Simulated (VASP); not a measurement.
Wanted: the native input for a VASP 6.6.1 run.

```
Task                   : single point
Functional             : PBEsol
Potentials or basis    : VASP PAW PBE potentials, release 64 (Ir)
Cutoff                 : 520 eV
k mesh                 : 21 × 21 × 12
Occupations            : gaussian, width 0.15 eV
Spin                   : collinear spin
Starting moments       : [0.5, 0.5] μB
Fixed moment           : 1 μB
Dipole correction      : no
Further INCAR settings : ALGO = Normal; EDIFF = 1e-06; NBANDS = 20
```

The structure of Ir lies in POSCAR:

```
Ir
1.0
    2.7721480674      0.0000000000      0.0000000000
   -1.3860740337      2.4007506494      0.0000000000
    0.0000000000      0.0000000000      4.4945060960
Ir
2
Direct
    0.6666666667      0.3333333333      0.7500000000
    0.3333333333      0.6666666667      0.2500000000
```

This isn't the form of Ir at room conditions, which is fcc.

The input as run:

INCAR

```
ALGO = Normal
EDIFF = 1E-6
ENCUT = 520
GGA = PS
ISIF = 2
ISMEAR = 0
ISPIN = 2
LASPH = True
LCHARG = False
LMAXMIX = 4
LORBIT = 11
LREAL = False
LWAVE = False
MAGMOM = 0.5 0.5
NBANDS = 20
NELM = 150
NUPDOWN = 1.0
PREC = Accurate
SIGMA = 0.15
```

KPOINTS

```
k-points
0
Gamma
  21 21 12
```

Potentials or basis: VASP PAW PBE potentials, release 64 (Ir).

Launch:

```console
$ cat potpaw_PBE.64/Ir/POTCAR > POTCAR
$ mpirun -np 1 vasp_std > vasp.out
```

Results of the run:

```json
{"Pressure": "-16.6 GPa", "Net moment": "1.00 μB per cell", "Site moments": "Ir +0.49 μB", "Valence electrons inside the program's atomic spheres": "Ir 8.21"}
```

Caveat: the cell stands under tension; the PAW data sets were made with another functional, which shifts forces and pressure a little; the total moment is fixed, so each spin has its own Fermi level and the state may be an excited one.

Run time: 4.1 min on 1 thread of Intel(R) Xeon(R) Platinum 8259CL CPU @ 2.50GHz (Skylake/Cascade Lake) (shared host), peak memory 0.38 GiB.
